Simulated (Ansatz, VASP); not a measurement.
**Two plane-wave programs on As**

```xyz
2
Lattice="1.8800 1.0854 3.3277 -1.8800 1.0854 3.3277 0.0000 -2.1708 3.3277" Properties=species:S:1:pos:R:3 pbc="T T T"
As    0.0000    0.0000    7.6820
As    0.0000    0.0000    2.3009
```

Alike in both runs: task single point; functional LDA; k mesh 10 × 10 × 10; occupations gaussian, width 0.03 eV; no spin polarisation.

|  | VASP | Ansatz |
| --- | --- | --- |
| version | VASP 6.6.1 | Ansatz 0.2.0 |
| potentials or method | VASP PAW LDA potentials, release 64 (As), cutoff 500 eV | plane waves (420 eV) with PAW, scalar-relativistic |
| valence electrons in the cell | 10 | 30 |

|  | VASP | Ansatz | Ansatz less VASP |
| --- | --- | --- | --- |
| pressure (GPa) | 0.5 | 0.0 | -0.46 |
| traceless stress, the component that is largest in VASP (GPa) | -0.20 | -0.09 | +0.113 |

Ansatz warns that its potentials were made for another functional, while VASP's fit it. LDA's correlation is that of Perdew and Zunger in VASP and of Perdew and Wang (1992) in Ansatz. VASP's potentials hold 10 valence electrons a cell and Ansatz's 30, so a difference there can come from the potentials and not from the codes.
